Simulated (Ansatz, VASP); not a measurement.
**One calculation of Pt, two programs**

Contents of POSCAR:

```
Pt
1.0
    0.0000000000      1.9307081735      1.9307081735
    1.9701103811     -0.0394022076      1.9701103811
    1.9701103811      1.9701103811     -0.0394022076
Pt
1
Direct
    0.0000000000      0.0000000000      0.0000000000
```

The input INCAR.step1:

```
PREC = Accurate
ENCUT = 550
ISMEAR = 0
SIGMA = 0.15
LREAL = False
LASPH = True
NELM = 120
NBANDS = 11
GGA = PE
ALGO = Normal
EDIFF = 1E-5
LWAVE = True
LCHARG = False
GGA_COMPAT = False
```

File INCAR.step2:

```
PREC = Accurate
ENCUT = 550
EDIFF = 1E-6
ISMEAR = 0
SIGMA = 0.15
LREAL = False
LASPH = True
NELM = 120
ALGO = Normal
ISIF = 2
LWAVE = False
LCHARG = True
METAGGA = R2SCAN
LMIXTAU = True
LELF = True
LVHAR = True
NBANDS = 11
ISTART = 1
GGA_COMPAT = False
```

Contents of KPOINTS:

```
Automatic mesh
0
Gamma
  26 26 26
```

Input for Ansatz:

```yaml
crystal:
  lattice:
    - [0.0, 1.9307081735, 1.9307081735]
    - [1.9701103811, -0.0394022076, 1.9701103811]
    - [1.9701103811, 1.9701103811, -0.0394022076]
  atoms:
    - { symbol: Pt, position: [0.0, 0.0, 0.0] }
basis:
  ecutwfc: 500
kpoints:
  mp_grid: { grid: [26, 26, 26] }
hamiltonian:
  xc: r2scan
scf:
  occupations: { method: gaussian, width: 0.15 }
output:
  forces: true
  stress: true
  eigenvalues: true
```

Change from the starting cell: strain -0.0400 x Voigt [0, 0, 0, 1, 0, 0], atoms carried along.

Alike in both runs: task single point; functional r2SCAN; k mesh 26 × 26 × 26; occupations gaussian, width 0.15 eV; no spin polarisation.

|  | VASP | Ansatz |
| --- | --- | --- |
| version | VASP 6.6.1 | Ansatz 0.2.0 |
| potentials or method | VASP PAW PBE potentials, release 64 (Pt), cutoff 550 eV | scalar-relativistic, plane waves, PAW |
| valence electrons in the cell | 10 | 18 |

```csv
,VASP,Ansatz,Ansatz less VASP
gap on the k mesh at the Fermi level (eV),none,none,-
pressure (GPa),1.2,0.5,-0.72
"traceless stress, the component that is largest in VASP (GPa)",2.70,2.59,-0.107
```

VASP's potentials were made for PBE, not for r2SCAN. A gap of «none» marks a metal or a gap that the smearing closes. VASP's potentials hold 10 valence electrons a cell and Ansatz's 18, so a difference there can come from the potentials and not from the codes.

Spin-orbit coupling is off throughout.
